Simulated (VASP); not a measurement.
# MgO (zincblende type) (F-43m) in VASP: a series of runs, part 2 of 2

VASP 6.6.1.

## 4. Relaxation of cell and atoms, PBE, target pressure 62 GPa, at which the enthalpy is minimised

This run uses another cell than the first one, of 8.39 Å³/atom, 0.921 times its volume.

INCAR reads:

```
SYSTEM = MgO
PREC = Accurate
ENCUT = 600
EDIFF = 1E-7
ISMEAR = -1
SIGMA = 0.08
LREAL = .False.
LASPH = .True.
NELM = 60
ALGO = Normal
ISIF = 3
LWAVE = .False.
LCHARG = .False.
GGA = PE
IBRION = 2
NSW = 60
EDIFFG = -0.005
PSTRESS = 620.0
```

KPOINTS reads:

```
Automatic mesh
0
Gamma
  16 16 16
  0 0 0
```

POSCAR reads:

```
MgO
1.0
    0.0000000000      2.0316318779      2.0316318779
    2.0316318779      0.0000000000      2.0316318779
    2.0316318779      2.0316318779      0.0000000000
Mg O
1 1
Direct
    0.0000000000      0.0000000000      0.0000000000
    0.2500000000      0.2500000000      0.2500000000
```

Potentials or basis: VASP PAW PBE potentials, release 64 (Mg, O).

Command:

```sh
$ cat potpaw_PBE.64/Mg/POTCAR potpaw_PBE.64/O/POTCAR > POTCAR
$ mpirun -np 1 vasp_std > vasp.out
```

OUTCAR:

```text
SYSTEM = MgO
   PREC = Accurate
   ENCUT = 600
   EDIFF = 1E-7
   ISMEAR = -1
   LREAL = .False.
   LASPH = .True.
   NELM = 60
   ISIF = 3
   GGA = PE
   IBRION = 2
   NSW = 60
   EDIFFG = -0.005
   PSTRESS = 620.0

 ion  position               nearest neighbor table
   1  0.000  0.000  0.000-   2 1.76   2 1.76   2 1.76   2 1.76
   2  0.250  0.250  0.250-   1 1.76   1 1.76   1 1.76   1 1.76

  LATTYP: Found a face centered cubic cell.
 ALAT       =     4.0632637558

  Lattice vectors:

 A1 = (   0.0000000000,   2.0316318779,   2.0316318779)
 A2 = (   2.0316318779,   0.0000000000,   2.0316318779)
 A3 = (   2.0316318779,   2.0316318779,   0.0000000000)

Analysis of symmetry for initial positions (statically):
=====================================================================
 Subroutine PRICEL returns:
 Original cell was already a primitive cell.

 Routine SETGRP: Setting up the symmetry group for a
 face centered cubic supercell.

 Subroutine GETGRP returns: Found 24 space group operations
 (whereof 24 operations were pure point group operations)
 out of a pool of 48 trial point group operations.

The static configuration has the point symmetry T_d .

Analysis of symmetry for dynamics (positions and initial velocities):
=====================================================================
 Subroutine PRICEL returns:
[... 267 lines left out ...]
  enthalpy is  TOTEN    =        -3.6978621752 eV   P V=        7.0891713559

[... ionic steps 4 to 13 ...]

--------------------------------------- Ionic step       14  -------------------------------------------

 number of electron       8.0000002 magnetization

------------------------ aborting loop because EDIFF is reached ----------------------------------------
[... 71 lines left out ...]
--------------------------------------- Ionic step       16  -------------------------------------------

 number of electron       8.0000002 magnetization

 Free energy of the ion-electron system (eV)
  ---------------------------------------------------
  ext. energy  EPLUGINS =         0.00000000
  ---------------------------------------------------
  free energy    TOTEN  =       -10.75792050 eV

  energy without entropy =      -10.75792050  energy(sigma->0) =      -10.75792050

 E-fermi :   4.1698     XC(G=0): -10.9225

 val. band max:        2.3793221631   @ k =  -0.0625   0.0625   0.0000
 cond. band min:       7.7255479217   @ k =   0.0000   0.0000   0.0000
 fundamental gap:      5.3462257586
 Fermi energy:         4.1698215776

 k-point     1 :       0.0000    0.0000    0.0000
  band No.  band energies     occupation
      1     -14.4135      2.00000
      2       2.3730      2.00000
      3       2.3730      2.00000
      4       2.3730      2.00000
      5       7.7255      0.00000
      6      22.2731      0.00000
      7      22.2731      0.00000
      8      22.2731      0.00000
[... 243 lines left out ...]
 k-point    24 :      -0.0625    0.0625    0.0000
  band No.  band energies     occupation
      1     -14.3117      2.00000
      2       1.8463      2.00000
      3       2.3005      2.00000
      4       2.3793      2.00000
      5       8.3397      0.00000
      6      21.2130      0.00000
      7      21.9249      0.00000
      8      22.2340      0.00000

 [... further k-points ...]
[... 5 lines left out ...]
  --------------------------------------------------------------------------------------
  -------------------------------------------------------------------------------------
  Total        7.0598757      7.0598757      7.0598757     -0.0000000     -0.0000000      0.0000000
  in kB      620.0132997    620.0132997    620.0132997     -0.0000000     -0.0000000      0.0000000
  external PRESSURE =       0.0132997 kB  Pullay stress =     620.0000000 kB
[... 21 lines left out ...]
  energy  without entropy=      -10.7579205045  energy(sigma->0) =      -10.75792050

  enthalpy is  TOTEN    =        -3.6981962443 eV   P V=        7.0597242602

 reached required accuracy - stopping structural energy minimisation
```

CONTCAR:

```text
MgO
   1.00000000000000
    -0.0000000000000000    2.0894190273056634    2.0894190273056634
     2.0894190273056634    0.0000000000000000    2.0894190273056634
     2.0894190273056634    2.0894190273056634   -0.0000000000000000
  Mg              O
     1     1
Direct
     1.0000000000000000    0.0000000000000000    1.0000000000000000
     0.2500000000000000    0.2500000000000000    0.2500000000000000

  0.00000000E+00  0.00000000E+00  0.00000000E+00
  0.00000000E+00  0.00000000E+00  0.00000000E+00
```

It took 82 s on 1 thread of AMD EPYC 9R45 (Zen 5), shared host; peak memory 0.14 GiB.

Results:

- Free energy: -10.7579 eV
- Relaxed volume: 9.12 Å³/atom
- Relaxed cell: a = 2.955 Å, b = 2.955 Å, c = 2.955 Å, α = 60.00°, β = 60.00°, γ = 60.00°
- Space group after relaxing (to 0.05 Å): F-43m (No. 216)
- Energy change on relaxing (the enthalpy is what falls): -355.9 meV/atom
- Ionic steps: 16
- Pressure after relaxing: 62.0 GPa
- Band gap on the k mesh: 5.35 eV, indirect (least direct gap 5.35 eV)

The path:
```csv
step,energy change (eV),largest force (eV/Å),pressure (GPa),volume (Å³)
1,0.0000,0.0000,94.92,16.77
2,-1.4630,0.0000,21.16,21.31
3,-0.7409,0.0000,60.61,18.32
4,-0.7140,0.0000,61.90,18.25
5,-0.7022,0.0000,62.47,18.22
6,-0.7026,0.0000,62.45,18.22
7,-0.7037,0.0000,62.39,18.22
8,-0.7037,0.0000,62.40,18.22
9,-0.7037,0.0000,62.39,18.22
10,-0.7038,0.0000,62.39,18.22
11,-0.7039,0.0000,62.38,18.22
12,-0.7042,0.0000,62.37,18.22
13,-0.7047,0.0000,62.35,18.23
14,-0.7057,0.0000,62.30,18.23
15,-0.7077,0.0000,62.20,18.23
16,-0.7118,0.0000,62.00,18.24
```

Final structure:
```yaml
crystal:
  lattice:
    - [0.00000, 2.08942, 2.08942]
    - [2.08942, 0.00000, 2.08942]
    - [2.08942, 2.08942, 0.00000]
  atoms:
    - { symbol: Mg, position: [0.00000, 0.00000, 0.00000] }
    - { symbol: O, position: [0.25000, 0.25000, 0.25000] }
```

Levels at points of the mesh, in eV from the valence-band top:
```
           k point  band 1  band 2  band 3  band 4  band 5  band 6  band 7  band 8
(0.00, 0.00, 0.00)  -16.79   -0.01   -0.01   -0.01    5.35   19.89   19.89   19.89
(0.50, 0.00, 0.00)  -15.65   -3.80   -0.18   -0.18   10.75   11.89   16.70   16.70
(0.50, 0.50, 0.00)  -15.31   -3.17   -0.83   -0.83    6.86   13.05   18.38   20.10
```

Caveat: the cell is relaxed towards a set pressure, so the enthalpy falls and the energy may rise.

## 5. Relaxation of cell and atoms, PBE, target pressure 62 GPa, at which the enthalpy is minimised

INCAR reads:

```
SYSTEM = MgO
PREC = Accurate
ENCUT = 600
EDIFF = 1E-6
ISMEAR = -1
SIGMA = 0.08
LREAL = .FALSE.
LASPH = .TRUE.
NELM = 100
ALGO = Normal
ISIF = 3
LWAVE = .FALSE.
LCHARG = .FALSE.
GGA = PE
IBRION = 2
NSW = 32
EDIFFG = -0.005
PSTRESS = 620.0
```

KPOINTS reads:

```
regular mesh
0
G
  16 16 16
  0 0 0
```

POSCAR reads:

```
MgO
1.0
    0.0000000000      2.0882511124      2.0882511124
    2.0882511124      0.0000000000      2.0882511124
    2.0882511124      2.0882511124      0.0000000000
Mg O
1 1
Direct
    0.0000000000      0.0000000000      0.0000000000
    0.2500000000      0.2500000000      0.2500000000
```

Command:

```sh
$ cat potpaw_PBE.64/Mg/POTCAR potpaw_PBE.64/O/POTCAR > POTCAR
$ mpirun -np 1 vasp_std > vasp.out
```

It took 24 s on 1 thread of AMD EPYC 9R45 (Zen 5), shared host; peak memory 0.13 GiB.

It converged, with:

* Free energy: -10.7593 eV
* Relaxed volume: 9.12 Å³/atom
* Relaxed cell: a = 2.955 Å, b = 2.955 Å, c = 2.955 Å, α = 60.00°, β = 60.00°, γ = 60.00°
* Space group after relaxing (to 0.05 Å): F-43m (No. 216)
* Energy change on relaxing (the enthalpy is what falls): -4.7 meV/atom
* Ionic steps: 3
* Pressure after relaxing: 62.0 GPa
* Band gap on the k mesh: 5.35 eV, indirect (least direct gap 5.36 eV)

The path:
| step | energy change (eV) | largest force (eV/Å) | pressure (GPa) | volume (Å³) |
| --- | --- | --- | --- | --- |
| 1 | 0.0000 | 0.0000 | 62.48 | 18.21 |
| 2 | -0.0279 | 0.0000 | 61.12 | 18.29 |
| 3 | -0.0094 | 0.0000 | 62.01 | 18.24 |

Final structure:
```yaml
crystal:
  lattice:
    - [0.00000, 2.08918, 2.08918]
    - [2.08918, 0.00000, 2.08918]
    - [2.08918, 2.08918, 0.00000]
  atoms:
    - { symbol: Mg, position: [0.00000, 0.00000, 0.00000] }
    - { symbol: O, position: [0.25000, 0.25000, 0.25000] }
```

Levels at points of the mesh, in eV from the valence-band top:
| k point | band 2 | band 3 | band 4 | band 5 | band 6 | band 7 |
| --- | --- | --- | --- | --- | --- | --- |
| (0.00, 0.00, 0.00) | -0.01 | -0.01 | -0.01 | 5.35 | 19.90 | 19.90 |
| (0.50, 0.00, 0.00) | -3.80 | -0.18 | -0.18 | 10.75 | 11.89 | 16.70 |
| (0.50, 0.50, 0.00) | -3.17 | -0.83 | -0.83 | 6.87 | 13.06 | 18.39 |

Caveat: the cell is relaxed towards a set pressure, so the enthalpy falls and the energy may rise. A k mesh can miss the band edges.

## 6. Summary

| task | cell | cutoff (eV) | gap on the mesh (eV) | pressure (GPa) |
| --- | --- | --- | --- | --- |
| single point | a = 2.953 Å, angles 60.0°, 2 atoms | 520 | 5.36 | 62.7 |
| single point | a = 2.952 Å, angles 60.0°, 2 atoms | 520 | 5.36 | 63.0 |
| relaxation of cell and atoms | relaxed to 62 GPa from a = 2.873 Å, angles 60.0°, 2 atoms | 600 | 5.35 | 62.0 |
| relaxation of cell and atoms | relaxed to 62 GPa from a = 2.953 Å, angles 60.0°, 2 atoms | 600 | 5.35 | 62.0 |

Alike in all rows: level PBE; potentials or basis VASP PAW PBE potentials, release 64 (Mg, O); no spin polarisation; k mesh 16 × 16 × 16; smearing fermi-dirac 0.08 eV.

Caveats: the cell is relaxed towards a set pressure, so the enthalpy falls and the energy may rise (some runs).

Total energies depend on the potentials used, so only differences within one code and one set of settings carry meaning.
